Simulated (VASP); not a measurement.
Write the native input for VASP 6.6.1 that does the following.

```yaml
Task: single point
Functional: PBE
Dispersion: D3(BJ)
Potentials_or_basis: VASP PAW PBE potentials, release 64 (Al)
Cutoff: 520 eV
k_mesh: 18 × 18 × 4
Occupations: gaussian, width 0.15 eV
Spin: no spin polarisation
Dipole_correction: no
Further_INCAR_settings: ALGO = Normal; EDIFF = 1e-07; NBANDS = 14
```

The structure of Al lies in POSCAR:

```
Al
1.0
    2.6568000000      0.0000000000      0.0000000000
   -1.3284000000      2.3008562928      0.0000000000
    0.0000000000      0.0000000000      8.8418000000
Al
4
Direct
    0.0000000000      0.0000000000      0.0000000000
    0.3333333333      0.6666666667      0.2500000000
    0.0000000000      0.0000000000      0.5000000000
    0.6666666667      0.3333333333      0.7500000000
```

These files were run (other wordings do the same):

INCAR

```
SYSTEM = Al
ALGO     = Normal         ! electronic algorithm
EDIFF    = 1E-7           ! SCF threshold, eV
ENCUT    = 520            ! plane-wave cutoff, eV
GGA      = PE             ! functional
ISIF     = 2              ! what is computed and relaxed
ISMEAR   = 0              ! smearing method
IVDW     = 12             ! dispersion correction
LASPH    = .TRUE.         ! aspherical terms in the spheres
LCHARG   = .TRUE.         ! write CHGCAR
LELF     = .TRUE.         ! ELF
LREAL    = .FALSE.        ! projectors in reciprocal space
LVHAR    = .TRUE.       
LWAVE    = .FALSE.        ! write WAVECAR
NBANDS   = 14             ! bands
NELM     = 100            ! most SCF steps
PREC     = Accurate       ! precision mode
SIGMA    = 0.15           ! smearing width, eV
```

KPOINTS

```
k-points
0
G
  18 18 4
  0 0 0
```

Potentials or basis: VASP PAW PBE potentials, release 64 (Al).

The run is started by

```sh
$ cat potpaw_PBE.64/Al/POTCAR > POTCAR
$ mpirun -np 1 vasp_std > vasp.out
```

Results of the run:

```yaml
Pressure: 19.5 GPa
Band_gap_on_the_k_mesh: zero (band 6 reaches 14.29 eV, above the bottom of band 7 at 8.63 eV)
Dispersion_energy_per_atom: -0.414 eV
```

Caveat: pairwise dispersion overbinds metals, which lowers pressure and volume.

Run time: 77 s on 1 thread of Intel(R) Xeon(R) Platinum 8259CL CPU @ 2.50GHz (Skylake/Cascade Lake), on a shared host, peak memory 0.21 GiB.
